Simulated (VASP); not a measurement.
# HfN (P1) in VASP: single point with PBEsol

Aim: the single point of HfN with PBEsol.

Program: VASP 6.6.1. These are calculated values, not measurements. Logs are shortened: lines on timing, memory, paths and dates and some standing lists are left out, and cuts for length are marked.

## (1) The cell of the first run

The typed cell holds 2 atoms: a = 3.183 Å, b = 3.183 Å, c = 3.183 Å, α = 60.00°, β = 60.00°, γ = 60.00°.

## (2) Single point, PBEsol (all N atoms moved 0.2 Å in one direction)

INCAR

```
SYSTEM = HfN
PREC = Accurate ; ENCUT = 600
EDIFF = 1E-6 ; ISMEAR = 0
SIGMA = 0.15 ; LREAL = .FALSE.
LASPH = .TRUE. ; NELM = 120
ALGO = Normal ; ISIF = 2
LWAVE = .FALSE. ; LCHARG = .FALSE.
GGA = PS ; NBANDS = 14
GGA_COMPAT = .FALSE.
```

KPOINTS

```
Automatic mesh
0
G
  14 14 14
  0 0 0
```

POSCAR

```
HfN
1.0
    0.0000000000      2.2507757578      2.2507757578
    2.2507757578      0.0000000000      2.2507757578
    2.2507757578      2.2507757578      0.0000000000
Hf N
1 1
Direct
   -0.0259066622      0.0314419822     -0.0149921022
    0.5259066622      0.4685580178      0.5149921022
```

Potentials or basis: VASP PAW PBE potentials, release 64 (Hf_pv, N).

Launch:

```bash
$ cat potpaw_PBE.64/Hf_pv/POTCAR potpaw_PBE.64/N/POTCAR > POTCAR
$ mpirun -np 1 vasp_std > vasp.out
```

OUTCAR:

```text
SYSTEM = HfN
   PREC = Accurate
   ENCUT = 600
   EDIFF = 1E-6
   ISMEAR = 0
   LREAL = .FALSE.
   LASPH = .TRUE.
   NELM = 120
   ISIF = 2
   GGA = PS

 ion  position               nearest neighbor table
   1  0.974  0.031  0.985-   2 2.07   2 2.18   2 2.23   2 2.28   2 2.33   2 2.44
   2  0.526  0.469  0.515-   1 2.07   1 2.18   1 2.23   1 2.28   1 2.33   1 2.44

  LATTYP: Found a face centered cubic cell.
 ALAT       =     4.5015515156

  Lattice vectors:

 A1 = (   0.0000000000,   2.2507757578,   2.2507757578)
 A2 = (   2.2507757578,   0.0000000000,   2.2507757578)
 A3 = (   2.2507757578,   2.2507757578,   0.0000000000)

Analysis of symmetry for initial positions (statically):
=====================================================================
 Subroutine PRICEL returns:
 Original cell was already a primitive cell.

 Routine SETGRP: Setting up the symmetry group for a
 face centered cubic supercell.

 Subroutine GETGRP returns: Found  1 space group operations
 (whereof  1 operations were pure point group operations)
 out of a pool of 48 trial point group operations.

The static configuration has the point symmetry C_1 .

Analysis of symmetry for dynamics (positions and initial velocities):
=====================================================================
 Subroutine PRICEL returns:
 Original cell was already a primitive cell.

 Routine SETGRP: Setting up the symmetry group for a
 face centered cubic supercell.

 Subroutine GETGRP returns: Found  1 space group operations
 (whereof  1 operations were pure point group operations)
 out of a pool of 48 trial point group operations.

The dynamic configuration has the point symmetry C_1 .

 Subroutine INISYM returns: Found  1 space group operations
 (whereof  1 operations are pure point group operations),
 and found     1 'primitive' translations

----------------------------------------------------------------------------------------

                                     Primitive cell

  volume of cell :      22.8048

  direct lattice vectors                    reciprocal lattice vectors
     0.000000000  2.250775758  2.250775758    -0.222145631  0.222145631  0.222145631
     2.250775758  0.000000000  2.250775758     0.222145631 -0.222145631  0.222145631
     2.250775758  2.250775758  0.000000000     0.222145631  0.222145631 -0.222145631

  length of vectors
     3.183077603  3.183077603  3.183077603     0.384767519  0.384767519  0.384767519

  position of ions in fractional coordinates (direct lattice)
     0.974093338  0.031441982  0.985007898
     0.525906662  0.468558018  0.514992102

  ion indices of the primitive-cell ions
   primitive index   ion index
                 1           1
                 2           2

----------------------------------------------------------------------------------------

 KPOINTS: Automatic mesh

Automatic generation of k-mesh.
 Grid dimensions read from file:
 generate k-points for:   14   14   14

 Generating k-lattice:

  Cartesian coordinates                     Fractional coordinates (reciprocal lattice)
    -0.015867545  0.015867545  0.015867545     0.071428571  0.000000000  0.000000000
     0.015867545 -0.015867545  0.015867545     0.000000000  0.071428571  0.000000000
     0.015867545  0.015867545 -0.015867545     0.000000000  0.000000000  0.071428571

  Length of vectors
     0.027483394  0.027483394  0.027483394

  Shift w.r.t. Gamma in fractional coordinates (k-lattice)
     0.000000000  0.000000000  0.000000000

 Subroutine IBZKPT returns following result:
 ===========================================

 Found   1376 irreducible k-points:

 Following reciprocal coordinates:
            Coordinates               Weight
  0.000000  0.000000  0.000000      1.000000
  0.071429  0.000000  0.000000      2.000000
  0.000000  0.071429  0.000000      2.000000
  0.000000  0.000000  0.071429      2.000000
  0.071429  0.071429  0.071429      2.000000
  0.142857  0.000000  0.000000      2.000000
[... 16 lines left out ...]
  0.000000  0.428571  0.000000      2.000000
  0.000000  0.000000  0.428571      2.000000
 [... further k-points ...]
   k-points           NKPTS =   1376   k-points in BZ     NKDIM =   1376   number of bands    NBANDS=     14
   number of dos      NEDOS =    301   number of ions     NIONS =      2
   total plane-waves  NPLWV =  21952
   dimension x,y,z NGX =    28 NGY =   28 NGZ =   28
   dimension x,y,z NGXF=    56 NGYF=   56 NGZF=   56
   ions per type =               1   1
   NGX,Y,Z   is equivalent  to a cutoff of  14.62, 14.62, 14.62 a.u.
   NGXF,Y,Z  is equivalent  to a cutoff of  29.25, 29.25, 29.25 a.u.
 SYSTEM =  HfN
   PREC   = accura    normal or accurate (medium, high low for compatibility)
   ISTART =      0    job   : 0-new  1-cont  2-samecut
   ICHARG =      2    charge: 1-file 2-atom 10-const
   ISPIN  =      1    spin polarized calculation?
   LNONCOLLINEAR =      F non collinear calculations
   LSORBIT =      F    spin-orbit coupling
   LASPH  =      T    aspherical Exc in radial PAW
   ENCUT  =  600.0 eV  44.10 Ry    6.64 a.u.   6.36  6.36  6.36*2*pi/ulx,y,z
   NELM   =    120;   NELMIN=  2; NELMDL= -5     # of ELM steps
   EDIFF  = 0.1E-05   stopping-criterion for ELM
   LREAL  =      F    real-space projection
   EDIFFG = 0.1E-04   stopping-criterion for IOM
   NSW    =      0    number of steps for IOM
   IBRION =     -1    ionic relax: 0-MD 1-quasi-New 2-CG
   NFREE  =      0    steps in history (QN), initial steepest desc. (CG)
   ISIF   =      2    stress and relaxation
   ISYM   =      2    0-nonsym 1-usesym 2-fastsym
   POTIM  = 0.5000    time-step for ionic-motion
   TEBEG  =    0.0;   TEEND  =   0.0 temperature during run
   PSTRESS=    0.0 pullay stress
   NELECT =      15.0000    total number of electrons
   NUPDOWN=      -1.0000    fix difference up-down
   EMIN   =  10.00;   EMAX   =-10.00  energy-range for DOS
   EFERMI =   0.00;   METHOD = LEGACY
   ISMEAR =     0;   SIGMA  =   0.15  broadening in eV -4-tet -1-fermi 0-gaus
   EFERMI_NEDOS =   21; number of points for ismear=-14 and -15
   IALGO  =     38    algorithm
   IMIX   =      4    mixing-type and parameters
     AMIX     =   0.40;   BMIX     =  1.00
     AMIX_MAG =   1.60;   BMIX_MAG =  1.00
  volume/ion in A,a.u.               =      11.40        76.95
  Fermi-wavevector in a.u.,A,eV,Ry     =   1.423737  2.690472 27.579367  2.027026
  Thomas-Fermi vector in A             =   2.544302
   LORBIT       =      0    0 simple, 1 ext, 2 COOP (PROOUT), +10 PAW based schemes
   GGA     = PS    functional components
   LHFCALC =     F    Hartree Fock is set to
   AEXX    =    0.0000 exact exchange contribution
   IVDW    =     0    specifies the selected vdW correction
   LEPSILON=     F    determine dielectric tensor
   LRPA    =     F    only Hartree local field effects (RPA)
 non-spin polarized calculation
 Gauss-broadening in eV      SIGMA  =   0.15
  energy-cutoff  :      600.00
  volume of cell :       22.80
 maximum number of plane-waves:       778
 NGX is ok and might be reduce to    28
   NGX = 13   NGY = 13   NGZ = 13

 number of electron      15.0000000 magnetization

 Free energy of the ion-electron system (eV)
  ---------------------------------------------------
  ext. energy  EPLUGINS =         0.00000000
  ---------------------------------------------------
  free energy    TOTEN  =       -22.75212779 eV

  energy without entropy =      -22.74441865  energy(sigma->0) =      -22.74827322

 E-fermi :   8.2611     XC(G=0): -12.9346

 val. band max:        8.2576966752   @ k =   0.0714  -0.4286   0.2857
 cond. band min:       8.2612141694   @ k =   0.0714  -0.2143   0.1429
 fundamental gap:      0.0035174942
 Fermi energy:         8.2610821272

 k-point     1 :       0.0000    0.0000    0.0000
  band No.  band energies     occupation
      1     -22.7248      2.00000
      2     -22.6715      2.00000
      3     -22.6652      2.00000
      4      -9.2085      2.00000
      5       4.6858      2.00000
      6       4.7457      2.00000
      7       4.8247      2.00000
      8       7.9474      1.99690
      9       8.5126      0.01773
     10       8.6400      0.00035
     11      10.1133      0.00000
     12      10.4257      0.00000
     13      11.0266      0.00000
     14      17.7664      0.00000

 k-point     2 :       0.0714    0.0000    0.0000
  band No.  band energies     occupation
      1     -22.7627      2.00000
      2     -22.6909      2.00000
      3     -22.6734      2.00000
      4      -9.0872      2.00000
      5       4.1321      2.00000
      6       4.5732      2.00000
      7       4.7828      2.00000
      8       8.0284      1.97175
      9       8.4515      0.07264
     10       8.6474      0.00027
     11      10.4947      0.00000
     12      10.9086      0.00000
     13      11.4325      0.00000
     14      18.1776      0.00000

 k-point     3 :       0.0000    0.0714    0.0000
  band No.  band energies     occupation
      1     -22.7649      2.00000
      2     -22.6888      2.00000
      3     -22.6728      2.00000
      4      -9.0881      2.00000
      5       4.1792      2.00000
      6       4.5492      2.00000
      7       4.7278      2.00000
      8       8.0575      1.94511
      9       8.5194      0.01488
     10       8.6071      0.00111
     11      10.5232      0.00000
     12      10.8760      0.00000
     13      11.4116      0.00000
     14      18.1807      0.00000
[... 324 lines left out ...]
 k-point    23 :       0.0000    0.4286    0.0000
  band No.  band energies     occupation
      1     -23.6636      2.00000
      2     -22.7826      2.00000
      3     -22.7574      2.00000
      4      -6.6452      2.00000
      5      -0.3658      2.00000
      6       2.1040      2.00000
      7       2.1481      2.00000
      8      10.7404      0.00000
      9      11.7140      0.00000
     10      11.8763      0.00000
     11      13.4987      0.00000
     12      16.5382      0.00000
     13      17.1692      0.00000
     14      20.1629      0.00000

 k-point    24 :       0.0000    0.0000    0.4286
  band No.  band energies     occupation
      1     -23.6681      2.00000
      2     -22.7956      2.00000
      3     -22.7593      2.00000
      4      -6.5916      2.00000
      5      -0.4149      2.00000
      6       2.1894      2.00000
      7       2.3221      2.00000
      8      10.5654      0.00000
      9      11.6279      0.00000
     10      11.8222      0.00000
     11      13.2082      0.00000
     12      16.4044      0.00000
     13      17.0728      0.00000
     14      20.3101      0.00000

 [... further k-points ...]

------------------------ aborting loop because EDIFF is reached ----------------------------------------

  FORCE on cell =-STRESS in cart. coord.  units (eV):
  Direction    XX          YY          ZZ          XY          YZ          ZX
  --------------------------------------------------------------------------------------
  -------------------------------------------------------------------------------------
  Total        0.0060349      1.6929465     -0.2598743      0.1501349      0.0471917     -0.0145090
  in kB        0.4239871    118.9397781    -18.2577495     10.5478914      3.3155005     -1.0193463
  external PRESSURE =      33.7020052 kB  Pullay stress =       0.0000000 kB

 VOLUME and BASIS-vectors are now :
 -----------------------------------------------------------------------------
  energy-cutoff  :      600.00
  volume of cell :       22.80
      direct lattice vectors                 reciprocal lattice vectors
     0.000000000  2.250775758  2.250775758    -0.222145631  0.222145631  0.222145631
     2.250775758  0.000000000  2.250775758     0.222145631 -0.222145631  0.222145631
     2.250775758  2.250775758  0.000000000     0.222145631  0.222145631 -0.222145631

 POSITION                                       TOTAL-FORCE (eV/Angst)
 -----------------------------------------------------------------------------------
      2.28780      4.40950      2.26323        -0.819932      2.305227     -0.271739
      2.21375      2.34283      2.23832         0.819932     -2.305227      0.271739
 -----------------------------------------------------------------------------------
    total drift:                                0.000083     -0.000036     -0.000023

  FREE ENERGIE OF THE ION-ELECTRON SYSTEM (eV)
  ---------------------------------------------------
  free  energy   TOTEN  =       -22.7521277937 eV

  energy  without entropy=      -22.7444186531  energy(sigma->0) =      -22.74827322
```

Wall time 14 min (1 thread of Oxide Virtual Turin-like, shared host); peak memory 0.61 GiB.

Results:

```yaml
Free_energy: -22.7521 eV
Pressure: 3.4 GPa
Largest_force: 2.462 eV/Å
Band_gap_on_the_k_mesh: zero (an odd number of electrons rules out a gap without spin polarisation)
```

Forces on the atoms (eV/Å):
```
Hf  -0.820  2.305 -0.272
N    0.820 -2.305  0.272
```

Levels at points of the mesh, in eV from the Fermi level:
| k point | band 6 | band 7 | band 8 | band 9 | band 10 | band 11 |
| --- | --- | --- | --- | --- | --- | --- |
| (0.00, 0.00, 0.00) | -3.52 | -3.44 | -0.31 | 0.25 | 0.38 | 1.85 |
| (0.50, 0.00, 0.00) | -6.22 | -6.13 | 3.07 | 3.63 | 3.95 | 4.66 |
| (0.00, 0.50, 0.00) | -6.25 | -6.21 | 3.11 | 3.72 | 3.95 | 4.78 |
| (0.00, 0.00, 0.50) | -6.17 | -6.04 | 3.13 | 3.42 | 3.87 | 4.56 |
| (0.50, 0.50, 0.50) | -6.14 | -6.02 | 3.24 | 3.29 | 3.81 | 4.55 |
| (0.50, 0.50, 0.00) | -5.17 | -3.76 | -2.16 | 4.41 | 5.47 | 5.66 |
| (0.00, 0.50, 0.50) | -5.09 | -3.73 | -2.28 | 4.38 | 5.49 | 5.66 |
| (0.50, 0.00, 0.50) | -4.33 | -3.67 | -3.14 | 4.28 | 5.32 | 5.66 |

Caveat: the cell differs from its parent crystal (all N atoms moved 0.2 Å in one direction); the stress differs along the axes, from -2 to 12 GPa; the PAW data sets were made with another functional, which shifts forces and pressure a little; spin-orbit coupling is left out, which moves the levels of the heavy elements; an odd number of electrons without spin polarisation forces a metal; a magnetic or distorted state may lie lower.
